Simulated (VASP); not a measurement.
# TiAl3 (I4/mmm) in VASP: relaxation of cell and atoms with PBE+D3(BJ)

Aim: the relaxation of cell and atoms of TiAl3 with PBE+D3(BJ).

All numbers are computed with VASP 6.6.1; they aren't measurements. Logs are shortened: lines on timing, memory, paths and dates and some standing lists are left out, and cuts for length are marked.

## 1. The cell of the first run

It takes space group I4/mmm (No. 139, tetragonal). The conventional cell has a = 3.845 Å, b = 3.845 Å, c = 8.623 Å, α = 90.00°, β = 90.00°, γ = 90.00°. Ti (site symmetry 4/mmm) has 12 Al at 2.72 to 2.89 Å within 3.6 Å. Within 3.6 Å of Al (site symmetry 4/mmm) lie 4 Ti at 2.72 Å and 8 Al at 2.89 Å. Al (site symmetry -4m2) has 8 Al at 2.72 to 2.89 Å and 4 Ti at 2.89 Å within 3.6 Å.

## 2. Relaxation of cell and atoms, PBE+D3(BJ)

Input file INCAR:

```
SYSTEM = TiAl3
  ALGO = Normal
  EDIFF = 1E-6
  EDIFFG = -0.005
  ENCUT = 600
  GGA = PE
  IBRION = 2
  ISIF = 3
  ISMEAR = 0
  IVDW = 12
  LASPH = .True.
  LCHARG = .False.
  LREAL = .False.
  LWAVE = .False.
  NELM = 100
  NSW = 70
  PREC = Accurate
  SIGMA = 0.1
```

Input file KPOINTS:

```
k-points
0
Gamma
  16 16 16
  0 0 0
```

Input file POSCAR:

```
TiAl3
1.0
   -1.9226734293      1.9226734293      4.3114047963
    1.9226734293     -1.9226734293      4.3114047963
    1.9226734293      1.9226734293     -4.3114047963
Ti Al
1 3
Direct
    0.0000000000      0.0000000000      0.0000000000
    0.5000000000      0.5000000000      0.0000000000
    0.7500000000      0.2500000000      0.5000000000
    0.2500000000      0.7500000000      0.5000000000
```

Potentials or basis: VASP PAW PBE potentials, release 64 (Ti_sv, Al).

Launch:

```console
$ cat potpaw_PBE.64/Ti_sv/POTCAR potpaw_PBE.64/Al/POTCAR > POTCAR
$ mpirun -np 1 vasp_std > vasp.out
```

OUTCAR:

```text
SYSTEM = TiAl3
   EDIFF = 1E-6
   EDIFFG = -0.005
   ENCUT = 600
   GGA = PE
   IBRION = 2
   ISIF = 3
   ISMEAR = 0
   IVDW = 12
   LASPH = .True.
   LREAL = .False.
   NELM = 100
   NSW = 70
   PREC = Accurate
 IVDW          = 12

 ion  position               nearest neighbor table
   1  0.000  0.000  0.000-   2 2.72   2 2.72   2 2.72   2 2.72   4 2.89   3 2.89   4 2.89   4 2.89
                             3 2.89   3 2.89   4 2.89   3 2.89
   2  0.500  0.500  0.000-   1 2.72   1 2.72   1 2.72   1 2.72   4 2.89   3 2.89   4 2.89   3 2.89
                             4 2.89   4 2.89   3 2.89   3 2.89
   3  0.750  0.250  0.500-   4 2.72   4 2.72   4 2.72   4 2.72   2 2.89   1 2.89   2 2.89   1 2.89
                             2 2.89   2 2.89   1 2.89   1 2.89
   4  0.250  0.750  0.500-   3 2.72   3 2.72   3 2.72   3 2.72   2 2.89   1 2.89   2 2.89   2 2.89
                             1 2.89   1 2.89   2 2.89   1 2.89

  LATTYP: Found a body centered tetragonal cell.
 ALAT       =     3.8453468586
 C/A-ratio  =     2.2424009874

  Lattice vectors:

 A1 = (  -1.9226734293,   1.9226734293,   4.3114047963)
 A2 = (   1.9226734293,  -1.9226734293,   4.3114047963)
 A3 = (   1.9226734293,   1.9226734293,  -4.3114047963)

Analysis of symmetry for initial positions (statically):
=====================================================================
 Subroutine PRICEL returns:
 Original cell was already a primitive cell.

 Routine SETGRP: Setting up the symmetry group for a
 body centered tetragonal supercell.

 Subroutine GETGRP returns: Found 16 space group operations
 (whereof 16 operations were pure point group operations)
 out of a pool of 16 trial point group operations.

The static configuration has the point symmetry D_4h.

Analysis of symmetry for dynamics (positions and initial velocities):
=====================================================================
 Subroutine PRICEL returns:
 Original cell was already a primitive cell.

 Routine SETGRP: Setting up the symmetry group for a
 body centered tetragonal supercell.

 Subroutine GETGRP returns: Found 16 space group operations
 (whereof 16 operations were pure point group operations)
 out of a pool of 16 trial point group operations.

The dynamic configuration has the point symmetry D_4h.

 Subroutine INISYM returns: Found 16 space group operations
 (whereof 16 operations are pure point group operations),
 and found     1 'primitive' translations

----------------------------------------------------------------------------------------

                                     Primitive cell

  volume of cell :      63.7514

  direct lattice vectors                    reciprocal lattice vectors
    -1.922673429  1.922673429  4.311404796     0.000000000  0.260054564  0.115971481
[... 105 lines left out ...]
   ISMEAR =     0;   SIGMA  =   0.10  broadening in eV -4-tet -1-fermi 0-gaus
   EFERMI_NEDOS =   21; number of points for ismear=-14 and -15
   IALGO  =     38    algorithm
   IMIX   =      4    mixing-type and parameters
     AMIX     =   0.40;   BMIX     =  1.00
     AMIX_MAG =   1.60;   BMIX_MAG =  1.00
  volume/ion in A,a.u.               =      15.94       107.55
  Fermi-wavevector in a.u.,A,eV,Ry     =   1.130623  2.136568 17.392455  1.278309
  Thomas-Fermi vector in A             =   2.267320
   LORBIT       =      0    0 simple, 1 ext, 2 COOP (PROOUT), +10 PAW based schemes
   GGA     = PE    functional components
   LHFCALC =     F    Hartree Fock is set to
   AEXX    =    0.0000 exact exchange contribution
   IVDW    =    12    specifies the selected vdW correction
   LEPSILON=     F    determine dielectric tensor
   LRPA    =     F    only Hartree local field effects (RPA)
 conjugate gradient relaxation of ions
 non-spin polarized calculation
 Gauss-broadening in eV      SIGMA  =   0.10
  energy-cutoff  :      600.00
  volume of cell :       63.75
 maximum number of plane-waves:      2153
 NGX is ok and might be reduce to    42
   NGX = 21   NGY = 21   NGZ = 21

--------------------------------------- Ionic step        1  -------------------------------------------

 number of electron      21.0000000 magnetization

 Free energy of the ion-electron system (eV)
  ---------------------------------------------------
  ext. energy  EPLUGINS =         0.00000000
  ---------------------------------------------------
  free energy    TOTEN  =       -20.66593004 eV

  energy without entropy =      -20.65717597  energy(sigma->0) =      -20.66155301

------------------------ aborting loop because EDIFF is reached ----------------------------------------

 Edisp (eV)   -1.66621

 E8    (eV) :    -0.7600
[... 111 lines left out ...]
  FREE ENERGIE OF THE ION-ELECTRON SYSTEM (eV)
  ---------------------------------------------------
  free  energy   TOTEN  =       -22.3691710624 eV

  energy  without entropy=      -22.3607460546  energy(sigma->0) =      -22.36495856

[... ionic steps 4 to 7 ...]

--------------------------------------- Ionic step        8  -------------------------------------------

 number of electron      21.0000001 magnetization

------------------------ aborting loop because EDIFF is reached ----------------------------------------
[... 79 lines left out ...]
--------------------------------------- Ionic step       10  -------------------------------------------

 number of electron      21.0000001 magnetization

 Free energy of the ion-electron system (eV)
  ---------------------------------------------------
  ext. energy  EPLUGINS =         0.00000000
  ---------------------------------------------------
  free energy    TOTEN  =       -20.62915315 eV

  energy without entropy =      -20.62068965  energy(sigma->0) =      -20.62492140

 E-fermi :   8.5986     XC(G=0): -10.8844

 val. band max:        8.5901927747   @ k =  -0.0625   0.1250   0.0625
 cond. band min:       8.6032756598   @ k =  -0.1250   0.3750   0.0625
 fundamental gap:      0.0130828851
 Fermi energy:         8.5985784626

 k-point     1 :       0.0000    0.0000    0.0000
  band No.  band energies     occupation
      1     -47.7872      2.00000
      2     -24.1111      2.00000
      3     -24.1111      2.00000
      4     -24.0311      2.00000
      5      -1.6541      2.00000
      6       5.7125      2.00000
      7       5.9277      2.00000
      8       7.1371      2.00000
      9       7.3366      2.00000
     10       7.3366      2.00000
     11       9.4493      0.00000
     12      10.3865      0.00000
     13      10.3865      0.00000
     14      10.8344      0.00000
[... 377 lines left out ...]
      1     -47.7870      2.00000
      2     -24.1122      2.00000
      3     -24.1120      2.00000
      4     -24.0309      2.00000
      5      -1.5710      2.00000
      6       5.7830      2.00000
      7       5.8730      2.00000
      8       7.0483      2.00000
      9       7.0848      2.00000
     10       7.3391      2.00000
     11       9.0610      0.00000
     12      10.4791      0.00000
     13      10.5178      0.00000
     14      10.7017      0.00000

 [... further k-points ...]

------------------------ aborting loop because EDIFF is reached ----------------------------------------

 Edisp (eV)   -1.74006

 E8    (eV) :    -0.7942
[... 27 lines left out ...]
  FREE ENERGIE OF THE ION-ELECTRON SYSTEM (eV)
  ---------------------------------------------------
  free  energy   TOTEN  =       -22.3692142848 eV

  energy  without entropy=      -22.3607507892  energy(sigma->0) =      -22.36498254

 reached required accuracy - stopping structural energy minimisation
```

OSZICAR:

```text
N       E                     dE             d eps       ncg     rms          rms(c)
DAV:   1     0.126992365933E+03    0.12699E+03   -0.10235E+04  9778   0.154E+03
DAV:   2    -0.109712202699E+02   -0.13796E+03   -0.13638E+03  9838   0.359E+02
DAV:   3    -0.224620472313E+02   -0.11491E+02   -0.11104E+02 17258   0.847E+01
DAV:   4    -0.227062995262E+02   -0.24425E+00   -0.24334E+00 12236   0.130E+01
[... 74 lines left out ...]
DAV:   1    -0.206291852857E+02   -0.55547E-03   -0.96385E-04 11674   0.436E-01    0.461E-02
DAV:   2    -0.206291689236E+02    0.16362E-04   -0.45912E-04 13644   0.201E-01    0.246E-02
DAV:   3    -0.206291546720E+02    0.14252E-04   -0.12048E-04 13102   0.875E-02    0.987E-03
DAV:   4    -0.206291531935E+02    0.14785E-05   -0.85843E-06 15012   0.276E-02    0.299E-03
DAV:   5    -0.206291531453E+02    0.48176E-07   -0.48100E-07  5486   0.677E-03
  10 F= -.22369214E+02 E0= -.22364983E+02  d E =-.349190E-05
```

It took 27 min on 1 thread of AMD EPYC 9R45 (Zen 5), shared host; peak memory 0.55 GiB.

Results:

- Free energy: -22.3692 eV
- Relaxed volume: 15.29 Å³/atom
- Relaxed cell: a = 5.024 Å, b = 5.024 Å, c = 5.024 Å, α = 135.63°, β = 135.63°, γ = 64.55°
- Space group after relaxing (to 0.1 Å): I4/mmm (No. 139)
- Energy gained by relaxing: 9.3 meV/atom
- Ionic steps: 10
- Pressure after relaxing: 0.0 GPa
- Band gap on the k mesh: zero (an odd number of electrons rules out a gap without spin polarisation)
- Dispersion energy per atom: -0.435 eV

The path:
| step | energy change (eV) | largest force (eV/Å) | pressure (GPa) | volume (Å³) |
| --- | --- | --- | --- | --- |
| 1 | 0.0000 | 0.0000 | -4.40 | 63.75 |
| 2 | -0.0259 | 0.0000 | 2.69 | 59.79 |
| 3 | -0.0370 | 0.0000 | 0.00 | 61.15 |
| 4 | -0.0370 | 0.0000 | 0.09 | 61.10 |
| 5 | -0.0371 | 0.0000 | -0.04 | 61.17 |
| 6 | -0.0371 | 0.0000 | -0.05 | 61.17 |
| 7 | -0.0371 | 0.0000 | -0.03 | 61.16 |
| 8 | -0.0371 | 0.0000 | -0.07 | 61.16 |
| 9 | -0.0371 | 0.0000 | 0.02 | 61.14 |
| 10 | -0.0371 | 0.0000 | 0.00 | 61.15 |

Final structure:
```
Ti Al
1.0
    -1.89709    1.89709    4.24796
     1.89709   -1.89709    4.24796
     1.89709    1.89709   -4.24796
Ti Al
1 3
Direct
  0.00000 0.00000 0.00000
  0.50000 0.50000 0.00000
  0.75000 0.25000 0.50000
  0.25000 0.75000 0.50000
```
